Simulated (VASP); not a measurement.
Wanted: the native input for a VASP 6.6.1 run.

- Task: relaxation of shape and atoms at fixed volume
- Functional: r2SCAN
- Potentials or basis: VASP PAW PBE potentials, release 64 (Hf_pv, O)
- Cutoff: 600 eV
- k mesh: 6 × 6 × 8
- Occupations: gaussian, width 0.02 eV
- Spin: no spin polarisation
- Dipole correction: no
- Further INCAR settings: ALGO = Normal; EDIFF = 1e-06; IBRION = 2; EDIFFG = -0.01; NSW = 50; ISIF = 4

HfO2:

```
Hf O
1.0
     4.60978    0.00000    0.00000
     0.00000    4.60978    0.00000
     0.00000    0.00000    3.12172
Hf O
2 4
Direct
  0.00000 0.00000 0.00000
  0.50000 0.50000 0.50000
  0.19551 0.80449 0.50000
  0.30449 0.30449 0.00000
  0.69551 0.69551 0.00000
  0.80449 0.19551 0.50000
```

The input as run:

POSCAR

```
HfO2
1.0
    4.6097796390      0.0000000000      0.0000000000
    0.0000000000      4.6097796390      0.0000000000
    0.0000000000      0.0000000000      3.1217162291
Hf O
2 4
Direct
    0.0000000000      0.0000000000      0.0000000000
    0.5000000000      0.5000000000      0.5000000000
    0.1955079317      0.8044920683      0.5000000000
    0.3044920683      0.3044920683      0.0000000000
    0.6955079317      0.6955079317      0.0000000000
    0.8044920683      0.1955079317      0.5000000000
```

INCAR.step1

```
PREC     = Accurate       # precision mode
ENCUT    = 600            # plane-wave cutoff, eV
ISMEAR   = 0              # smearing method
SIGMA    = 0.02           # smearing width, eV
LREAL    = F              # projectors in reciprocal space
LASPH    = T              # aspherical terms in the spheres
NELM     = 80             # most SCF steps
GGA      = PE             # functional
ALGO     = Normal         # electronic algorithm
EDIFF    = 1E-4           # SCF threshold, eV
LWAVE    = T              # write WAVECAR
LCHARG   = F              # write CHGCAR
```

INCAR.step2

```
PREC     = Accurate       # precision mode
ENCUT    = 600            # plane-wave cutoff, eV
EDIFF    = 1E-6           # SCF threshold, eV
ISMEAR   = 0              # smearing method
SIGMA    = 0.02           # smearing width, eV
LREAL    = F              # projectors in reciprocal space
LASPH    = T              # aspherical terms in the spheres
NELM     = 80             # most SCF steps
ALGO     = Normal         # electronic algorithm
ISIF     = 4              # what is computed and relaxed
LWAVE    = F              # write WAVECAR
LCHARG   = F              # write CHGCAR
METAGGA  = R2SCAN         # meta-GGA
LMIXTAU  = T            
IBRION   = 2              # ionic algorithm
NSW      = 50             # ionic steps
EDIFFG   = -0.01          # ionic threshold
ISTART   = 1
```

KPOINTS

```
Automatic mesh
0
Gamma
  6 6 8
```

Potentials or basis: VASP PAW PBE potentials, release 64 (Hf_pv, O).

The run is started by

```bash
$ cat potpaw_PBE.64/Hf_pv/POTCAR potpaw_PBE.64/O/POTCAR > POTCAR
$ cp INCAR.step1 INCAR
$ mpirun -np 1 vasp_std > vasp.out
$ cp INCAR.step2 INCAR
$ mpirun -np 1 vasp_std > vasp.out
```

Results of the run:

| Item | Value |
| --- | --- |
| Energy gained by relaxing | 0.2 meV/atom |
| Ionic steps | 4 |
| Pressure after relaxing | 33.6 GPa |
| Band gap on the k mesh | 4.99 eV |

Caveat: the PAW data sets were made with another functional, which shifts forces and pressure a little; spin-orbit coupling is left out, which moves the levels of the heavy elements.

Wall time 23 min on 1 thread of Intel Xeon 8259CL, with other jobs on the host, peak memory 0.28 GiB.
